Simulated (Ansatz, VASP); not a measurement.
## One calculation of SiIrRu3, two programs

```
Si Ru Ir
1.0
     4.30356    0.00000    0.00000
     0.00000    4.30356    0.00000
     0.00000    0.00000    4.30356
Si Ru Ir
1 3 1
Direct
  0.00000 0.00000 0.00000
  0.50000 0.00000 0.00000
  0.00000 0.50000 0.00000
  0.00000 0.00000 0.50000
  0.50000 0.50000 0.50000
```

Alike in both runs: functional PBE; k mesh 4 × 4 × 4; occupations gaussian, width 0.1 eV; no spin polarisation.

Ansatz relaxed the structure, and its values are those at the end. VASP's run is a single point on that final structure, the one shown.

```csv
,VASP,Ansatz
version,VASP 6.6.1,Ansatz 0.2.0
potentials or method,"VASP PAW PBE potentials, release 64 (Si, Ru_pv, Ir), cutoff 520 eV","scalar-relativistic, plane waves, PAW"
valence electrons in the cell,55,69
```

```csv
,VASP,Ansatz,Ansatz less VASP
gap on the k mesh at the Fermi level (eV),none,none,-
pressure (GPa),0.1,0.0,-0.12
```

A gap of «none» marks a metal or a gap that the smearing closes. VASP's potentials hold 55 valence electrons a cell and Ansatz's 69, so a difference there can come from the potentials and not from the codes.

The k mesh is coarse, so the values compare programs but aren't converged. Neither program's run includes spin-orbit coupling.
